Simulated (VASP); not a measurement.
# Si in VASP: single point with PBE

Aim: the single point of Si with PBE.

Program: VASP 6.6.1. These are calculated values, not measurements. Logs are shortened: lines on timing, memory, paths and dates and some standing lists are left out, and cuts for length are marked.

## 1. The cell of the first run

The cell holds a slab with vacuum, 6 atoms: a = 3.868 Å, b = 3.868 Å, c = 28.904 Å, α = 90.00°, β = 90.00°, γ = 120.00°.

## 2. Single point, PBE

Contents of INCAR:

```
SYSTEM = Si
PREC = Accurate
ENCUT = 400
EDIFF = 1E-6
ISMEAR = 0
SIGMA = 0.1
LREAL = .False.
LASPH = .True.
NELM = 120
ALGO = Normal
ISIF = 2
LWAVE = .False.
LCHARG = .True.
LDIPOL = .True.
IDIPOL = 3
DIPOL = 0.5 0.5 0.385
GGA = PE
LELF = .True.
LVHAR = .True.
LVACPOTAV = .True.
NBANDS = 21
GGA_COMPAT = .False.
NELMDL = -8
```

Contents of KPOINTS:

```
regular mesh
0
Gamma
  9 9 1
  0 0 0
```

Contents of POSCAR:

```
Si
1.0
    3.8677060746      0.0000000000      0.0000000000
   -1.9338530373      3.3495317150      0.0000000000
    0.0000000000      0.0000000000     28.9044396925
Si
6
Direct
    0.3332529962      0.6667470038      0.2661120811
   -0.0000802320      0.0000802320      0.2880603020
   -0.0000906476      0.0000906476      0.3707624209
    0.6665758345      0.3334241655      0.3974937199
    0.6665710559      0.3334289441      0.4796220787
    0.3332376670      0.6667623330      0.5068208469
```

Potentials or basis: VASP PAW PBE potentials, release 64 (Si).

Run with:

```console
$ cat potpaw_PBE.64/Si/POTCAR > POTCAR
$ mpirun -np 1 vasp_std > vasp.out
```

OUTCAR:

```text
SYSTEM = Si
   PREC = Accurate
   ENCUT = 400
   EDIFF = 1E-6
   ISMEAR = 0
   LREAL = .False.
   LASPH = .True.
   NELM = 120
   ISIF = 2
   GGA = PE
   NELMDL = -8

 ion  position               nearest neighbor table
   1  0.333  0.667  0.266-   2 2.32   2 2.32   2 2.32
   2  1.000  0.000  0.288-   1 2.32   1 2.32   1 2.32   3 2.39
   3  1.000  0.000  0.371-   4 2.36   4 2.36   4 2.36   2 2.39
   4  0.667  0.333  0.397-   3 2.36   3 2.36   3 2.36   5 2.37
   5  0.667  0.333  0.480-   6 2.37   6 2.37   6 2.37   4 2.37
   6  0.333  0.667  0.507-   5 2.37   5 2.37   5 2.37

  LATTYP: Found a hexagonal cell.
 ALAT       =     3.8677060746
 C/A-ratio  =     7.4732772178

  Lattice vectors:

 A1 = (   3.8677060746,   0.0000000000,   0.0000000000)
 A2 = (  -1.9338530373,   3.3495317150,   0.0000000000)
 A3 = (   0.0000000000,   0.0000000000,  28.9044396925)

Analysis of symmetry for initial positions (statically):
=====================================================================
 Subroutine PRICEL returns:
 Original cell was already a primitive cell.

 Routine SETGRP: Setting up the symmetry group for a
 hexagonal supercell.

 Subroutine GETGRP returns: Found  2 space group operations
 (whereof  2 operations were pure point group operations)
 out of a pool of 24 trial point group operations.

The static configuration has the point symmetry C_1h.

Analysis of symmetry for dynamics (positions and initial velocities):
=====================================================================
 Subroutine PRICEL returns:
 Original cell was already a primitive cell.

 Routine SETGRP: Setting up the symmetry group for a
 hexagonal supercell.

 Subroutine GETGRP returns: Found  2 space group operations
 (whereof  2 operations were pure point group operations)
 out of a pool of 24 trial point group operations.

The dynamic configuration has the point symmetry C_1h.

 Subroutine INISYM returns: Found  2 space group operations
 (whereof  2 operations are pure point group operations),
 and found     1 'primitive' translations

----------------------------------------------------------------------------------------

                                     Primitive cell

  volume of cell :     374.4571

[... 101 lines left out ...]
   ISIF   =      2    stress and relaxation
   ISYM   =      2    0-nonsym 1-usesym 2-fastsym
   POTIM  = 0.5000    time-step for ionic-motion
   TEBEG  =    0.0;   TEEND  =   0.0 temperature during run
   PSTRESS=    0.0 pullay stress
   NELECT =      24.0000    total number of electrons
   NUPDOWN=      -1.0000    fix difference up-down
   EMIN   =  10.00;   EMAX   =-10.00  energy-range for DOS
   EFERMI =   0.00;   METHOD = LEGACY
   ISMEAR =     0;   SIGMA  =   0.10  broadening in eV -4-tet -1-fermi 0-gaus
   EFERMI_NEDOS =   21; number of points for ismear=-14 and -15
   IALGO  =     38    algorithm
   IMIX   =      4    mixing-type and parameters
     AMIX     =   0.40;   BMIX     =  1.00
     AMIX_MAG =   1.60;   BMIX_MAG =  1.00
  volume/ion in A,a.u.               =      62.41       421.16
  Fermi-wavevector in a.u.,A,eV,Ry     =   0.655156  1.238065  5.840015  0.429229
  Thomas-Fermi vector in A             =   1.725942
   LORBIT       =      0    0 simple, 1 ext, 2 COOP (PROOUT), +10 PAW based schemes
   GGA     = PE    functional components
   LHFCALC =     F    Hartree Fock is set to
   AEXX    =    0.0000 exact exchange contribution
   IVDW    =     0    specifies the selected vdW correction
   LEPSILON=     F    determine dielectric tensor
   LRPA    =     F    only Hartree local field effects (RPA)
 non-spin polarized calculation
 Gauss-broadening in eV      SIGMA  =   0.10
  energy-cutoff  :      400.00
  volume of cell :      374.46
 maximum number of plane-waves:      6829
 NGX is ok and might be reduce to    28
   NGX = 13   NGY = 13   NGZ = 95

 dipolmoment           0.000000      0.000000     -0.003605 electrons x Angstroem

 number of electron      24.0000001 magnetization

 dipolmoment           0.000000      0.000000      0.012692 electrons x Angstroem

 Free energy of the ion-electron system (eV)
  ---------------------------------------------------
  ext. energy  EPLUGINS =         0.00000000
  ---------------------------------------------------
  free energy    TOTEN  =       -30.12552561 eV

  energy without entropy =      -30.10233754  energy(sigma->0) =      -30.11393157

 E-fermi :  -1.3945     XC(G=0):  -3.5937

 val. band max:       -1.4065378082   @ k =   0.4444   0.4444   0.0000
 cond. band min:      -1.3800502649   @ k =  -0.2222   0.4444   0.0000
 fundamental gap:      0.0264875433
 Fermi energy:        -1.3944606422

 k-point     1 :       0.0000    0.0000    0.0000
  band No.  band energies     occupation
      1     -13.0564      2.00000
      2     -12.2560      2.00000
      3     -11.2986      2.00000
      4      -7.2223      2.00000
      5      -4.9466      2.00000
      6      -2.6003      2.00000
[... 565 lines left out ...]
     20       3.5874      0.00000
     21       4.2630      0.00000

 [... further k-points ...]

------------------------ aborting loop because EDIFF is reached ----------------------------------------

 vacuum level on the upper side and lower side of the slab       (xc-potential included)        -0.084        -0.220

  FORCE on cell =-STRESS in cart. coord.  units (eV):
  Direction    XX          YY          ZZ          XY          YZ          ZX
  --------------------------------------------------------------------------------------
  -------------------------------------------------------------------------------------
  Total       -0.3237354     -0.3236973      0.9633052      0.0000330     -0.0000354      0.0000613
  in kB       -1.3851561     -1.3849930      4.1216620      0.0001413     -0.0001514      0.0002622
  external PRESSURE =       0.4505043 kB  Pullay stress =       0.0000000 kB

 VOLUME and BASIS-vectors are now :
 -----------------------------------------------------------------------------
  energy-cutoff  :      400.00
  volume of cell :      374.46
      direct lattice vectors                 reciprocal lattice vectors
     3.867706075  0.000000000  0.000000000     0.258551188  0.149274598  0.000000000
    -1.933853037  3.349531715  0.000000000     0.000000000  0.298549196  0.000000000
     0.000000000  0.000000000 28.904439692     0.000000000  0.000000000  0.034596761

 POSITION                                       TOTAL-FORCE (eV/Angst)
 -----------------------------------------------------------------------------------
     -0.00047      2.23329      7.69182         0.000008     -0.000005     -0.190621
      3.86724      0.00027      8.32622        -0.000021      0.000012     -0.073455
      3.86718      0.00030     10.71668        -0.000004      0.000002      0.250340
      1.93333      1.11681     11.48933         0.000011     -0.000006     -0.235043
      1.93330      1.11683     13.86321         0.000000     -0.000000      0.722331
     -0.00056      2.23334     14.64937         0.000006     -0.000003     -0.473552
 -----------------------------------------------------------------------------------
    total drift:                                0.000003     -0.000001      0.000015

  FREE ENERGIE OF THE ION-ELECTRON SYSTEM (eV)
  ---------------------------------------------------
  free  energy   TOTEN  =       -30.1255256072 eV

  energy  without entropy=      -30.1023375407  energy(sigma->0) =      -30.11393157

 vacuum level on the upper side and lower side of the slab         3.508         3.330
```

It took 3.6 min on 1 thread of Intel Xeon Platinum 8488C (Sapphire Rapids), shared host; peak memory 0.43 GiB.

Results:

* Free energy: -30.1255 eV
* Largest force: 0.722 eV/Å
* Band gap on the k mesh: zero (bands 12 and 13 overlap by 0.03 eV)
* Work function of the upper face: 4.90 eV
* Work function of the lower face: 4.72 eV

Forces in eV/Å, atoms in the order of the input:
```
Si   0.000  0.000 -0.191
Si   0.000  0.000 -0.073
Si   0.000  0.000  0.250
Si   0.000  0.000 -0.235
Si   0.000  0.000  0.722
Si   0.000  0.000 -0.474
```
